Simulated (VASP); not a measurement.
**MgI2: single point with PBEsol**

The system is MgI2.

```
CELL_PARAMETERS angstrom
4.16171 0.00000 0.00000
-2.08085 3.60414 0.00000
0.00000 0.00000 6.81361
ATOMIC_POSITIONS crystal
Mg 0.00000 0.00000 0.00000
I 0.33333 0.66667 0.75942
I 0.66667 0.33333 0.24058
```

This cell differs from its parent crystal: uniaxial strain along c: -3.0 %.

```json
{
 "Program": "VASP 6.6.1",
 "Task": "single point",
 "Functional": "PBEsol",
 "Potentials or basis": "VASP PAW PBE potentials, release 64 (Mg, I)",
 "Cutoff": "520 eV",
 "k mesh": "6 × 6 × 4",
 "Occupations": "gaussian, width 0.02 eV",
 "Spin": "no spin polarisation"
}
```

The pressure is 0.1 GPa. The largest force is 0.064 eV/Å and the band gap on the k mesh is 3.41 eV, indirect (least direct gap 3.54 eV).

Forces on the atoms (eV/Å):
```
Mg   0.000  0.000  0.000
I    0.000  0.000 -0.064
I    0.000  0.000  0.064
```

Stress tensor (GPa, compression positive):
```
-0.19  0.00  0.00
 0.00 -0.19  0.00
 0.00  0.00  0.58
```

Levels at points of the mesh, in eV from the valence-band top:
| k point | band 4 | band 5 | band 6 | band 7 | band 8 | band 9 | band 10 | band 11 | band 12 | band 13 |
| --- | --- | --- | --- | --- | --- | --- | --- | --- | --- | --- |
| (0.00, 0.00, 0.00) | -0.58 | -0.58 | -0.17 | -0.17 | 0.00 | 3.54 | 4.53 | 6.52 | 6.52 | 7.40 |
| (0.50, 0.00, 0.00) | -2.93 | -1.94 | -1.52 | -0.97 | -0.54 | 3.50 | 5.17 | 5.40 | 6.85 | 8.05 |
| (0.00, 0.00, 0.50) | -1.49 | -0.48 | -0.48 | -0.27 | -0.27 | 4.49 | 4.63 | 6.34 | 6.34 | 7.63 |
| (0.50, 0.00, 0.50) | -3.33 | -1.35 | -1.18 | -0.85 | -0.78 | 3.44 | 5.07 | 5.56 | 5.97 | 7.66 |

Wall time 16 s on 1 thread of Intel(R) Xeon(R) 6975P-C (Granite Rapids), on a shared host, peak memory 0.23 GiB.

Caveat: the cell differs from its parent crystal (uniaxial strain along c: -3.0 %); the PAW data sets were made with another functional, which shifts forces and pressure a little; spin-orbit coupling is left out, which moves the levels of the heavy elements; this functional lacks dispersion, which binds the layers, so the pressure and a relaxed spacing across them are unreliable. A k mesh can miss the band edges.
